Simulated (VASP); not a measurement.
Set up this calculation in VASP 6.6.1, as the native input.

- Task: single point
- Functional: PBE
- Potentials or basis: VASP PAW PBE potentials, release 64 (Si, C)
- Cutoff: 520 eV
- k mesh: 7 × 5 × 1
- Occupations: gaussian, width 0.05 eV
- Spin: collinear spin
- Starting moments: [0.0, 0.0, 0.0, 0.0, 0.0, 0.0, 2.0] μB
- Dipole correction: yes
- Further INCAR settings: ALGO = Normal; EDIFF = 1e-07; NBANDS = 27

The structure of Si6C lies in POSCAR:

```
Si6C
1.0
    3.8675355695      0.0000000000      0.0000000000
    0.0000000000      5.4695212554      0.0000000000
    0.0000000000      0.0000000000     19.2238421873
Si C
6 1
Direct
    0.5000000000      0.0000000000      0.2080749499
    0.0000000000      0.2500000000      0.2080749499
    0.0000000000      0.5024402184      0.3062861000
    0.5000000000      0.7475597816      0.3062861000
    0.5000000000      0.0098635014      0.4017845190
    0.0000000000      0.2401364986      0.4017845190
    0.5000000000      0.6765301681      0.4025013061
```

The input as run:

INCAR

```
SYSTEM = Si6C
PREC = Accurate ; ENCUT = 520
EDIFF = 1E-7 ; ISMEAR = 0
SIGMA = 0.05 ; LREAL = .FALSE.
LASPH = .TRUE. ; NELM = 150
ALGO = Normal ; ISIF = 2
LWAVE = .FALSE. ; LCHARG = .FALSE.
ISPIN = 2 ; MAGMOM = 0 0 0 0 0 0 2
LORBIT = 11 ; LDIPOL = .TRUE.
IDIPOL = 3 ; DIPOL = 0.5 0.5 0.319
GGA = PE ; NBANDS = 27
```

KPOINTS

```
regular mesh
0
G
  7 5 1
  0 0 0
```

Potentials or basis: VASP PAW PBE potentials, release 64 (Si, C).

Launch:

```bash
$ cat potpaw_PBE.64/Si/POTCAR potpaw_PBE.64/C/POTCAR > POTCAR
$ mpirun -np 1 vasp_std > vasp.out
```

It gave:

```
Largest force                                         : 1.367 eV/Å
Net moment                                            : 0.28 μB per cell
Site moments                                          : Si +0.07, -0.01, +0.01, +0.00, +0.02 (each value once); C +0.02 μB
Valence electrons inside the program's atomic spheres : Si 1.63, 1.66, 1.70, 1.71, 1.64 (each value once); C 2.26
```

It took 4.9 min on 1 thread of AMD EPYC 9R45 96-Core Processor (Zen 5), with other jobs on the host, peak memory 0.66 GiB.
